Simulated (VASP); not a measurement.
Write the native input for VASP 6.6.1 that does the following.

| Quantity | Value |
| --- | --- |
| Task | single point |
| Functional | PBE |
| Potentials or basis | VASP PAW PBE potentials, release 64 (Ti_sv, Al, C) |
| Cutoff | 520 eV |
| k mesh | 6 × 6 × 6 |
| Occupations | gaussian, width 0.1 eV |
| Spin | collinear spin, ferromagnetic start |
| Starting moments | [1.0, 0.0, 0.0, 0.0, 0.0] μB |
| Dipole correction | no |
| Further INCAR settings | ALGO = Normal; EDIFF = 1e-07; NBANDS = 25 |

The structure of TiAl2C2 lies in POSCAR:

```
TiAl2C2
1.0
   -1.9506656495      1.9506656495      3.8462059340
    1.9506656495     -1.9506656495      3.8462059340
    1.9506656495      1.9506656495     -3.8462059340
Ti Al C
1 2 2
Direct
    0.0000000000      0.0000000000      0.0000000000
    0.3325616304      0.3325616304      0.0000000000
    0.6674383696      0.6674383696      0.0000000000
    0.7500000000      0.2500000000      0.5000000000
    0.2500000000      0.7500000000      0.5000000000
```

These files were run (other wordings do the same):

INCAR

```
ALGO = Normal ; EDIFF = 1E-7
ENCUT = 520 ; GGA = PE
ISIF = 2 ; ISMEAR = 0
ISPIN = 2 ; LASPH = True
LCHARG = False ; LMAXMIX = 4
LORBIT = 11 ; LREAL = False
LWAVE = False ; MAGMOM = 1 0 0 0 0
NBANDS = 25 ; NELM = 150
PREC = Accurate ; SIGMA = 0.1
```

KPOINTS

```
k-points
0
Gamma
  6 6 6
```

Potentials or basis: VASP PAW PBE potentials, release 64 (Ti_sv, Al, C).

Launch:

```console
$ cat potpaw_PBE.64/Ti_sv/POTCAR potpaw_PBE.64/Al/POTCAR potpaw_PBE.64/C/POTCAR > POTCAR
$ mpirun -np 1 vasp_std > vasp.out
```

It gave:

| Quantity | Value |
| --- | --- |
| Pressure | 0.6 GPa |
| Largest force | 0.163 eV/Å |
| Net moment | -0.89 μB per cell |
| Site moments | Ti -0.75; Al +0.01; C +0.01 μB |
| Valence electrons inside the program's atomic spheres | Ti 10.12; Al 0.82; C 2.37 |

Caveat: the k points lie up to 0.38 Å⁻¹ apart.

It took 2.7 min on 1 thread of AMD EPYC 7R13 Processor (Zen 3), with other jobs on the host, peak memory 0.25 GiB.
